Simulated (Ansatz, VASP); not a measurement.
Al3GaSb4 in VASP and in Ansatz

```
Al Ga Sb
1.0
     6.12867    0.00000    0.00000
     0.00000    6.12867    0.00000
     0.00000    0.00000    6.12867
Al Ga Sb
3 1 4
Direct
  0.50000 0.50000 0.00000
  0.50000 0.00000 0.50000
  0.00000 0.50000 0.50000
  0.00000 0.00000 0.00000
  0.75060 0.75060 0.24940
  0.75060 0.24940 0.75060
  0.24940 0.75060 0.75060
  0.24940 0.24940 0.24940
```

Alike in both runs: functional PBEsol; k mesh 4 × 4 × 4; occupations gaussian, width 0.1 eV; no spin polarisation.

Ansatz relaxed the structure, and its values are those at the end. VASP's run is a single point on that final structure, the one shown.

```csv
,VASP,Ansatz
version,VASP 6.6.1,Ansatz 0.2.0
potentials or method,"VASP PAW PBE potentials, release 64 (Al, Ga_d, Sb), cutoff 520 eV","scalar-relativistic, plane waves, PAW"
valence electrons in the cell,42,82
```

```csv
,VASP,Ansatz,Ansatz less VASP
gap on the k mesh at the Fermi level (eV),0.44,0.45,+0.005
least direct gap on the mesh (eV),0.67,0.68,+0.007
pressure (GPa),0.7,0.5,-0.27
rms of the force components (eV/Å),0.011,0.003,-0.0079
```

VASP's potentials were made for PBE, not for PBEsol. With one functional, cell and mesh, what is left measures potentials, basis and numerics. VASP's potentials hold 42 valence electrons a cell and Ansatz's 82, so a difference there can come from the potentials and not from the codes.

Neither program's run includes spin-orbit coupling.
